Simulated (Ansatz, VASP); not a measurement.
**Mg3SiO in VASP and in Ansatz**

```xyz
5
Lattice="4.1345 0.0000 0.0000 0.0000 4.1345 0.0000 0.0000 0.0000 4.1345" Properties=species:S:1:pos:R:3 pbc="T T T"
Si    0.0000    0.0000    0.0000
O     2.0672    2.0672    2.0672
Mg    2.0672    2.0672    0.0000
Mg    2.0672    0.0000    2.0672
Mg    0.0000    2.0672    2.0672
```

Alike in both runs: task single point; functional PBE; k mesh 6 × 6 × 6; occupations fermi-dirac, width 0.02 eV; no spin polarisation.

|  | VASP | Ansatz |
| --- | --- | --- |
| version | VASP 6.6.1 | Ansatz 0.2.0 |
| potentials or method | VASP PAW PBE potentials, release 64 (Si, O, Mg) | plane waves, PAW |
| plane-wave cutoff (eV) | 520 | 420 |
| valence electrons in the cell | 16 | 40 |

|  | VASP | Ansatz | Ansatz less VASP |
| --- | --- | --- | --- |
| pressure (GPa) | 5.4 | 5.7 | +0.33 |

The functional is the same, so the differences come from potentials, cutoffs and numerics. VASP's potentials hold 16 valence electrons a cell and Ansatz's 40, so a difference there can come from the potentials and not from the codes.
